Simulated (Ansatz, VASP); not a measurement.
**Two plane-wave programs on Ru**

File INCAR:

```
SYSTEM = Ru
AGGAC = 1.0
AGGAX = 1.0
ALDAC = 0.0
ALDAX = 1.0
ALGO = Normal
EDIFF = 1E-6
ENCUT = 520
GGA = B5
ISIF = 2
ISMEAR = -1
LASPH = .True.
LCHARG = .False.
LREAL = .False.
LWAVE = .False.
NBANDS = 36
NELM = 60
PREC = Accurate
SIGMA = 0.1
```

File KPOINTS:

```
k-points
0
Gamma
  15 15 4
  0 0 0
```

The input POSCAR:

```
Ru
1.0
    2.7535196847      0.0000000000      0.0000000000
   -1.3767598424      2.3846179968      0.0000000000
    0.0000000000      0.0000000000      8.8296063363
Ru
4
Direct
    1.0000000000      1.0000000000      1.0000000000
    1.0000000000      1.0000000000      0.5000000000
    0.3333333333      0.6666666667      0.2500000000
    0.6666666667      0.3333333333      0.7500000000
```

Input for Ansatz:

```yaml
crystal:
  lattice:
    - [2.7535196847, 0.0, 0.0]
    - [-1.3767598424, 2.3846179968, 0.0]
    - [0.0, 0.0, 8.8296063363]
  atoms:
    - { symbol: Ru, position: [1.0, 1.0, 1.0] }
    - { symbol: Ru, position: [1.0, 1.0, 0.5] }
    - { symbol: Ru, position: [0.3333333333, 0.6666666667, 0.25] }
    - { symbol: Ru, position: [0.6666666667, 0.3333333333, 0.75] }
hamiltonian:
  xc: blyp
  pseudopotentials:
    kind: paw
    azcp:
      Ru: "pseudopotentials/Ru.paw.azcp"
basis:
  ecutwfc: 420
  fft_grid_basis: typed
kpoints:
  mp_grid: { grid: [15, 15, 4], shift: [0, 0, 0] }
magnetization:
  spin_polarized: false
scf:
  occupations: { method: fermi_dirac, width: 0.1 }
  lower_state_search: "off"
output:
  stress: true
```

Alike in both runs: task single point; functional BLYP; k mesh 15 × 15 × 4; occupations fermi-dirac, width 0.1 eV; no spin polarisation.

|  | VASP | Ansatz |
| --- | --- | --- |
| version | VASP 6.6.1 | Ansatz 0.2.0 |
| potentials or method | VASP PAW PBE potentials, release 64 (Ru_pv), cutoff 520 eV | plane waves (420 eV) with PAW, scalar-relativistic |
| valence electrons in the cell | 56 | 64 |

Ansatz gave:

- pressure (GPa): -0.1
- traceless stress, the component that is largest in VASP (GPa): 0.56

Question: Which values does VASP return?

Answer: Pressure (GPa): 0.5; traceless stress, the component that is largest in VASP (GPa): 0.57.

VASP's potentials were made for PBE, not for BLYP. VASP's potentials hold 56 valence electrons a cell and Ansatz's 64, so a difference there can come from the potentials and not from the codes.
